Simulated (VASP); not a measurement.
Runs of VASP 6.6.1 on Nb. The structure is that of space group Im-3m (No. 229), or close to it. The cells are those of the table. 

```csv
cell,k mesh,smearing,gap on the mesh (eV),pressure (GPa)
"a = 2.897 Å, angles 109.5°, 1 atom",22 × 22 × 22,fermi-dirac 0.1 eV,none,-6.2
"a = 2.860 Å, angles 109.5°, 1 atom",14 × 14 × 14,fermi-dirac 0.1 eV,none,(a)
"a = 2.821 Å, angles 109.5°, 1 atom",22 × 22 × 22,fermi-dirac 0.1 eV,none,7.9
"a = 2.860 Å, angles 109.5°, 1 atom",13 × 13 × 13,fermi-dirac 0.1 eV,none,(b)
"a = 2.860 Å, angles 109.5°, 1 atom",11 × 11 × 11,fermi-dirac 0.1 eV,none,0.6
"a = 2.860 Å, angles 109.5°, 1 atom",13 × 13 × 13,methfessel-paxton 0.01 eV,none,-0.7
"a = 2.781 Å, angles 109.5°, 1 atom",22 × 22 × 22,fermi-dirac 0.1 eV,none,17.1
"a = 2.860 Å, angles 109.5°, 1 atom",13 × 13 × 13,methfessel-paxton 0.2 eV,none,-0.7
```

Alike in all rows: task single point; level r2SCAN; potentials or basis VASP PAW PBE potentials, release 64 (Nb_sv); no spin polarisation; cutoff (eV) 520.

Task: Estimate the missing entries.

Result: (a) 0.5; (b) -0.2.

Caveats: the PAW data sets were made with another functional, which shifts forces and pressure a little.

A k mesh can miss the band edges, and the runs leave out spin-orbit coupling on Nb.

A gap of «none» marks levels without a gap at the run's occupations.
